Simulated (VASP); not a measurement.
A run of VASP 6.6.1:

POSCAR

```
GaAs
1.0
    0.0000000000      2.8268500000      2.8268500000
    2.8268500000      0.0000000000      2.8268500000
    2.8268500000      2.8268500000      0.0000000000
Ga As
1 1
Direct
    0.0000000000      0.0000000000      0.0000000000
    0.7500000000      0.7500000000      0.7500000000
```

Contents of INCAR.step1:

```
  PREC = Accurate
  ENCUT = 520
  ISMEAR = -1
  SIGMA = 0.08
  LREAL = False
  LASPH = True
  NELM = 80
  NBANDS = 16
  GGA = PE
  ALGO = Normal
  EDIFF = 1E-4
  LWAVE = True
  LCHARG = False
```

File INCAR.step2:

```
  PREC = Accurate
  ENCUT = 520
  EDIFF = 1E-8
  ISMEAR = -1
  SIGMA = 0.08
  LREAL = False
  LASPH = True
  NELM = 80
  ALGO = Normal
  ISIF = 2
  LWAVE = False
  LCHARG = False
  METAGGA = R2SCAN
  LMIXTAU = True
  LEFG = True
  NBANDS = 16
  ISTART = 1
```

Contents of KPOINTS:

```
Automatic mesh
0
Gamma
  10 10 10
```

Potentials or basis: VASP PAW PBE potentials, release 64 (Ga_d, As).

The run is started by

```console
$ cat potpaw_PBE.64/Ga_d/POTCAR potpaw_PBE.64/As/POTCAR > POTCAR
$ cp INCAR.step1 INCAR
$ mpirun -np 1 vasp_std > vasp.out
$ cp INCAR.step2 INCAR
$ mpirun -np 1 vasp_std > vasp.out
```

Hardware: 1 thread of Intel Xeon 8259CL, with other jobs on the host.

**Question.** Estimate the wall time of this run.

**Answer.** It took 5.8 min on 1 thread of Intel Xeon 8259CL, on a shared host, peak memory 0.19 GiB. Counts: k points 47.
